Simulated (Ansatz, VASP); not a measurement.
# La in VASP and in Ansatz

```xyz
2
Lattice="3.7500 0.0000 0.0000 -1.8750 3.2476 0.0000 0.0000 0.0000 6.0700" Properties=species:S:1:pos:R:3 pbc="T T T"
La    1.8750    1.0825    4.5525
La    0.0000    2.1651    1.5175
```

Alike in both runs: task relaxation of cell and atoms; functional PBEsol; dispersion D3(BJ); k mesh 8 × 8 × 5; occupations fermi-dirac, width 0.05 eV; no spin polarisation.

```csv
,VASP,Ansatz
version,VASP 6.6.1,Ansatz 0.2.0
potentials or method,"VASP PAW PBE potentials, release 64 (La)",Ansatz PAW
plane-wave cutoff (eV),600,420
valence electrons in the cell,22,22
```

|  | VASP | Ansatz | Ansatz less VASP |
| --- | --- | --- | --- |
| gap on the k mesh at the Fermi level, each at its own relaxed structure (eV) | none | none | - |
| relaxed volume (Å³/atom) | 31.02 | 30.87 | -0.150 |
| relaxed cell length with the largest relative difference (Å) | 3.516 | 3.510 | -0.0062 |

VASP's potentials were made for PBE, not for PBEsol. A gap of «none» marks a metal or a gap that the smearing closes.

Spin-orbit coupling is off throughout. Noted on VASP's run: the volume moved by over 15 % at a fixed basis, so the end points are rough. Noted on Ansatz's run: the volume moved by over 15 % at a fixed basis, so the end points are rough; the plane-wave basis is chosen anew once the cell has moved, so the energies of steps on either side of that aren't comparable.
